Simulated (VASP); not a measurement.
# Pd (Fm-3m) in VASP: settings compared

Aim: see how the results for Pd move with the level of theory and the settings. Levels: PBEsol+U, RPBE+D3(BJ)+U, LDA. Tasks: single point, vibrations by perturbation theory.

Everything below comes from runs of VASP 6.6.1. Logs are shortened: lines on timing, memory, paths and dates and some standing lists are left out, and cuts for length are marked.

## (1) The cell of the first run

It takes space group Fm-3m (No. 225, cubic). Conventional cell: a = 3.893 Å, b = 3.893 Å, c = 3.893 Å, α = 90.00°, β = 90.00°, γ = 90.00°. Within 3.6 Å of Pd (site symmetry m-3m) lie 12 Pd at 2.75 Å.

## (2) Single point, PBEsol+U

POSCAR reads:

```
Pd
1.0
    0.0000000000      1.9465000000      1.9465000000
    1.9465000000      0.0000000000      1.9465000000
    1.9465000000      1.9465000000      0.0000000000
Pd
1
Direct
    0.0000000000      0.0000000000      0.0000000000
```

INCAR.step1 reads:

```
ALGO     = Normal         # electronic algorithm
EDIFF    = 1E-6           # SCF threshold, eV
ENCUT    = 400            # plane-wave cutoff, eV
GGA      = PS             # functional
GGA_COMPAT= F            
ISIF     = 2              # what is computed and relaxed
ISMEAR   = -5             # smearing method
LASPH    = T              # aspherical terms in the spheres
LCHARG   = T              # write CHGCAR
LDAU     = T              # DFT+U
LDAUJ    = 0            
LDAUL    = 2              # shell
LDAUPRINT= 1            
LDAUTYPE = 2            
LDAUU    = 7              # U, eV
LMAXMIX  = 4              # l up to which the mixer works
LORBIT   = 11             # projections on sites
LREAL    = F              # projectors in reciprocal space
LWAVE    = F              # write WAVECAR
NBANDS   = 11             # bands
NEDOS    = 2001           # points of the DOS
NELM     = 200            # most SCF steps
PREC     = Accurate       # precision mode
SIGMA    = 0.05           # smearing width, eV
```

KPOINTS.step1 reads:

```
k-points
0
Gamma
  12 12 12
```

INCAR.step2 reads:

```
ALGO     = Normal         # electronic algorithm
EDIFF    = 1E-6           # SCF threshold, eV
ENCUT    = 400            # plane-wave cutoff, eV
GGA      = PS             # functional
GGA_COMPAT= F            
ICHARG   = 11             # starting density
ISIF     = 2              # what is computed and relaxed
ISMEAR   = -5             # smearing method
LASPH    = T              # aspherical terms in the spheres
LCHARG   = F              # write CHGCAR
LDAU     = T              # DFT+U
LDAUJ    = 0            
LDAUL    = 2              # shell
LDAUPRINT= 1            
LDAUTYPE = 2            
LDAUU    = 7              # U, eV
LMAXMIX  = 4              # l up to which the mixer works
LORBIT   = 10             # projections on sites
LREAL    = F              # projectors in reciprocal space
LWAVE    = F              # write WAVECAR
NEDOS    = 1001           # points of the DOS
NELM     = 200            # most SCF steps
PREC     = Accurate       # precision mode
SIGMA    = 0.05           # smearing width, eV
```

KPOINTS.step2 reads:

```
k-points
0
Gamma
  18 18 18
```

Potentials or basis: VASP PAW PBE potentials, release 64 (Pd).

Command:

```
$ cat potpaw_PBE.64/Pd/POTCAR > POTCAR
$ cp INCAR.step1 INCAR
$ cp KPOINTS.step1 KPOINTS
$ mpirun -np 1 vasp_std > vasp.out
$ cp INCAR.step2 INCAR
$ cp KPOINTS.step2 KPOINTS
$ mpirun -np 1 vasp_std > vasp.out
```

OUTCAR:

```text
EDIFF = 1E-6
   ENCUT = 400
   GGA = PS
   ICHARG = 11
   ISIF = 2
   ISMEAR = -5
   LASPH = T
   LORBIT = 10
   LREAL = F
   NELM = 200
   PREC = Accurate

 ion  position               nearest neighbor table
   1  0.000  0.000  0.000-

  LATTYP: Found a face centered cubic cell.
 ALAT       =     3.8930000000

  Lattice vectors:

 A1 = (   0.0000000000,   1.9465000000,   1.9465000000)
 A2 = (   1.9465000000,   0.0000000000,   1.9465000000)
 A3 = (   1.9465000000,   1.9465000000,   0.0000000000)

Analysis of symmetry for initial positions (statically):
=====================================================================
 Subroutine PRICEL returns:
 Original cell was already a primitive cell.

 Routine SETGRP: Setting up the symmetry group for a
 face centered cubic supercell.

 Subroutine GETGRP returns: Found 48 space group operations
 (whereof 48 operations were pure point group operations)
 out of a pool of 48 trial point group operations.

The static configuration has the point symmetry O_h .

Analysis of symmetry for dynamics (positions and initial velocities):
=====================================================================
 Subroutine PRICEL returns:
 Original cell was already a primitive cell.

 Routine SETGRP: Setting up the symmetry group for a
 face centered cubic supercell.

 Subroutine GETGRP returns: Found 48 space group operations
 (whereof 48 operations were pure point group operations)
 out of a pool of 48 trial point group operations.

The dynamic configuration has the point symmetry O_h .

 Subroutine INISYM returns: Found 48 space group operations
 (whereof 48 operations are pure point group operations),
 and found     1 'primitive' translations

----------------------------------------------------------------------------------------

                                     Primitive cell

  volume of cell :      14.7500

  direct lattice vectors                    reciprocal lattice vectors
     0.000000000  1.946500000  1.946500000    -0.256871307  0.256871307  0.256871307
     1.946500000  0.000000000  1.946500000     0.256871307 -0.256871307  0.256871307
     1.946500000  1.946500000  0.000000000     0.256871307  0.256871307 -0.256871307

  length of vectors
     2.752766699  2.752766699  2.752766699     0.444914156  0.444914156  0.444914156

  position of ions in fractional coordinates (direct lattice)
     0.000000000  0.000000000  0.000000000

  ion indices of the primitive-cell ions
   primitive index   ion index
                 1           1

----------------------------------------------------------------------------------------

 KPOINTS: k-points

Automatic generation of k-mesh.
 Grid dimensions read from file:
 generate k-points for:   18   18   18

 Generating k-lattice:

  Cartesian coordinates                     Fractional coordinates (reciprocal lattice)
    -0.014270628  0.014270628  0.014270628     0.055555556  0.000000000  0.000000000
     0.014270628 -0.014270628  0.014270628     0.000000000  0.055555556  0.000000000
     0.014270628  0.014270628 -0.014270628     0.000000000  0.000000000  0.055555556

  Length of vectors
     0.024717453  0.024717453  0.024717453

  Shift w.r.t. Gamma in fractional coordinates (k-lattice)
     0.000000000  0.000000000  0.000000000

 TETIRR: Found    806 inequivalent tetrahedra from    34992

 Subroutine IBZKPT returns following result:
 ===========================================

 Found    195 irreducible k-points:

 Following reciprocal coordinates:
[... 39 lines left out ...]
   LNONCOLLINEAR =      F non collinear calculations
   LSORBIT =      F    spin-orbit coupling
   LASPH  =      T    aspherical Exc in radial PAW
   ENCUT  =  400.0 eV  29.40 Ry    5.42 a.u.   4.49  4.49  4.49*2*pi/ulx,y,z
   NELM   =    200;   NELMIN=  2; NELMDL=  0     # of ELM steps
   EDIFF  = 0.1E-05   stopping-criterion for ELM
   LREAL  =      F    real-space projection
   EDIFFG = 0.1E-04   stopping-criterion for IOM
   NSW    =      0    number of steps for IOM
   IBRION =     -1    ionic relax: 0-MD 1-quasi-New 2-CG
   NFREE  =      0    steps in history (QN), initial steepest desc. (CG)
   ISIF   =      2    stress and relaxation
   ISYM   =      2    0-nonsym 1-usesym 2-fastsym
   POTIM  = 0.5000    time-step for ionic-motion
   TEBEG  =    0.0;   TEEND  =   0.0 temperature during run
   PSTRESS=    0.0 pullay stress
   NELECT =      10.0000    total number of electrons
   NUPDOWN=      -1.0000    fix difference up-down
   EMIN   =  10.00;   EMAX   =-10.00  energy-range for DOS
   EFERMI =   0.00;   METHOD = LEGACY
   ISMEAR =    -5;   SIGMA  =   0.05  broadening in eV -4-tet -1-fermi 0-gaus
   EFERMI_NEDOS =   21; number of points for ismear=-14 and -15
   IALGO  =     38    algorithm
   IMIX   =      4    mixing-type and parameters
     AMIX     =   0.40;   BMIX     =  1.00
     AMIX_MAG =   1.60;   BMIX_MAG =  1.00
  volume/ion in A,a.u.               =      14.75        99.54
  Fermi-wavevector in a.u.,A,eV,Ry     =   1.438171  2.717748 28.141404  2.068335
  Thomas-Fermi vector in A             =   2.557167
   LORBIT       =     10    0 simple, 1 ext, 2 COOP (PROOUT), +10 PAW based schemes
 LDA+U is selected, type is set to LDAUTYPE =  2
   angular momentum for each species LDAUL =     2
   U (eV)           for each species LDAUU =   7.0
   J (eV)           for each species LDAUJ =   0.0
   GGA     = PS    functional components
   LHFCALC =     F    Hartree Fock is set to
   AEXX    =    0.0000 exact exchange contribution
   IVDW    =     0    specifies the selected vdW correction
   LEPSILON=     F    determine dielectric tensor
   LRPA    =     F    only Hartree local field effects (RPA)
 non-spin polarized calculation
 Fermi weights with tetrahedron method with Bloechl corrections
  energy-cutoff  :      400.00
  volume of cell :       14.75
 maximum number of plane-waves:       283
 NGX is ok and might be reduce to    18

atom =   1  type =  1  l = 2

 onsite density matrix

spin component  1

  0.9194 -0.0000 -0.0000  0.0000 -0.0000
 -0.0000  0.9194  0.0000 -0.0000 -0.0000
 -0.0000  0.0000  0.9787  0.0000 -0.0000
  0.0000 -0.0000  0.0000  0.9194  0.0000
 -0.0000 -0.0000 -0.0000  0.0000  0.9787

spin component  2

  0.9194 -0.0000 -0.0000  0.0000 -0.0000
 -0.0000  0.9194  0.0000 -0.0000 -0.0000
 -0.0000  0.0000  0.9787  0.0000 -0.0000
  0.0000 -0.0000  0.0000  0.9194  0.0000
 -0.0000 -0.0000 -0.0000  0.0000  0.9787

 occupancies and eigenvectors

  o =  0.9194  v =  1.0000  0.0000  0.0000  0.0000  0.0000  0.0000  0.0000  0.0000  0.0000  0.0000      0.0000  0.0000  0.0000  0.0000  0.0000  0.0000  0.0000  0.0000  0.0000  0.0000
  o =  0.9194  v =  0.0000  0.0000  0.0000  0.0000  0.0000  1.0000  0.0000  0.0000  0.0000  0.0000      0.0000  0.0000  0.0000  0.0000  0.0000  0.0000  0.0000  0.0000  0.0000  0.0000
  o =  0.9194  v =  0.0000 -0.9851 -0.0000  0.1720 -0.0000  0.0000  0.0000  0.0000  0.0000  0.0000      0.0000  0.0000  0.0000  0.0000  0.0000  0.0000  0.0000  0.0000  0.0000  0.0000
  o =  0.9194  v =  0.0000  0.0000  0.0000  0.0000  0.0000  0.0000 -0.9851 -0.0000  0.1720 -0.0000      0.0000  0.0000  0.0000  0.0000  0.0000  0.0000  0.0000  0.0000  0.0000  0.0000
  o =  0.9194  v =  0.0000 -0.1720 -0.0000 -0.9851  0.0000  0.0000  0.0000  0.0000  0.0000  0.0000      0.0000  0.0000  0.0000  0.0000  0.0000  0.0000  0.0000  0.0000  0.0000  0.0000
  o =  0.9194  v =  0.0000  0.0000  0.0000  0.0000  0.0000  0.0000 -0.1720 -0.0000 -0.9851  0.0000      0.0000  0.0000  0.0000  0.0000  0.0000  0.0000  0.0000  0.0000  0.0000  0.0000
  o =  0.9787  v =  0.0000  0.0000  0.0000  0.0000  0.0000  0.0000 -0.0000  1.0000 -0.0000  0.0000      0.0000  0.0000  0.0000  0.0000  0.0000  0.0000  0.0000  0.0000  0.0000  0.0000
  o =  0.9787  v =  0.0000 -0.0000  1.0000 -0.0000  0.0000  0.0000  0.0000  0.0000  0.0000  0.0000      0.0000  0.0000  0.0000  0.0000  0.0000  0.0000  0.0000  0.0000  0.0000  0.0000
  o =  0.9787  v =  0.0000  0.0000  0.0000  0.0000  0.0000  0.0000  0.0000  0.0000 -0.0000 -1.0000      0.0000  0.0000  0.0000  0.0000  0.0000  0.0000  0.0000  0.0000  0.0000  0.0000
  o =  0.9787  v =  0.0000  0.0000  0.0000 -0.0000 -1.0000  0.0000  0.0000  0.0000  0.0000  0.0000      0.0000  0.0000  0.0000  0.0000  0.0000  0.0000  0.0000  0.0000  0.0000  0.0000

 number of electron       9.9999996 magnetization

 Free energy of the ion-electron system (eV)
  ---------------------------------------------------
  ext. energy  EPLUGINS =         0.00000000
  ---------------------------------------------------
  free energy    TOTEN  =        -2.56668845 eV

  energy without entropy =       -2.56668845  energy(sigma->0) =       -2.56668845

 E-fermi :   7.1144     XC(G=0): -13.1855

 val. band max:        7.1110686405   @ k =  -0.3889   0.3889   0.0556
 cond. band min:       7.0502992268   @ k =  -0.2778   0.0556   0.0000
 fundamental gap:     -0.0607694137
 Fermi energy:         7.1143578268

 k-point     1 :       0.0000    0.0000    0.0000
  band No.  band energies     occupation
      1       2.4598      2.00000
      2       4.1335      2.00000
      3       4.1335      2.00000
      4       4.1335      2.00000
      5       5.3896      2.00000
      6       5.3896      2.00000
      7      26.8631      0.00000
      8      31.5771      0.00000
      9      31.5771      0.00000
[... 265 lines left out ...]
 k-point    24 :      -0.2222    0.0556    0.0000
  band No.  band energies     occupation
      1       2.9869      2.00000
      2       4.2928      2.00000
      3       4.3745      2.00000
      4       5.0140      2.00000
      5       5.4622      2.00000
      6       6.2361      2.11482
      7      23.1605      0.00000
      8      27.1220      0.00000
      9      30.3693      0.00000

 [... further k-points ...]

------------------------ aborting loop because EDIFF is reached ----------------------------------------

  FORCE on cell =-STRESS in cart. coord.  units (eV):
  Direction    XX          YY          ZZ          XY          YZ          ZX
  --------------------------------------------------------------------------------------
  -------------------------------------------------------------------------------------
  Total       -2.1219110     -2.1219110     -2.1219110     -0.0000000     -0.0000000      0.0000000
  in kB     -230.4859903   -230.4859903   -230.4859903     -0.0000000     -0.0000000      0.0000000
  external PRESSURE =    -230.4859903 kB  Pullay stress =       0.0000000 kB

 VOLUME and BASIS-vectors are now :
 -----------------------------------------------------------------------------
  energy-cutoff  :      400.00
  volume of cell :       14.75
      direct lattice vectors                 reciprocal lattice vectors
     0.000000000  1.946500000  1.946500000    -0.256871307  0.256871307  0.256871307
     1.946500000  0.000000000  1.946500000     0.256871307 -0.256871307  0.256871307
     1.946500000  1.946500000  0.000000000     0.256871307  0.256871307 -0.256871307

 POSITION                                       TOTAL-FORCE (eV/Angst)
 -----------------------------------------------------------------------------------
      0.00000      0.00000      0.00000        -0.000000      0.000000      0.000000
 -----------------------------------------------------------------------------------
    total drift:                               -0.000000     -0.000000     -0.000000

  FREE ENERGIE OF THE ION-ELECTRON SYSTEM (eV)
  ---------------------------------------------------
  free  energy   TOTEN  =        -2.5666884511 eV

  energy  without entropy=       -2.5666884511  energy(sigma->0) =       -2.56668845

 total charge

# of ion       s       p       d       tot
------------------------------------------
    1        0.356   0.293   9.353  10.002
```

It took 15 s on 1 thread of Intel Xeon Platinum 8259CL at 2.50GHz (Skylake/Cascade Lake), shared host; peak memory 0.13 GiB.

What came out:

| Item | Value |
| --- | --- |
| Valence electrons inside the program's atomic spheres | Pd 10.00 |

Eigenvalues of the final occupation matrices:
```
    site  spin  trace               eigenvalues
site 1 d     1   4.72  0.92 0.92 0.92 0.98 0.98
site 1 d     2   4.72  0.92 0.92 0.92 0.98 0.98
```

Caveat: the PAW data sets were made with another functional, which shifts forces and pressure a little; U without spin polarisation on a metal has little footing; the U is typed as a test and isn't derived for this compound; tetrahedron occupations give inexact forces and stress in metals.

(Part 1 of 2 ends here.)
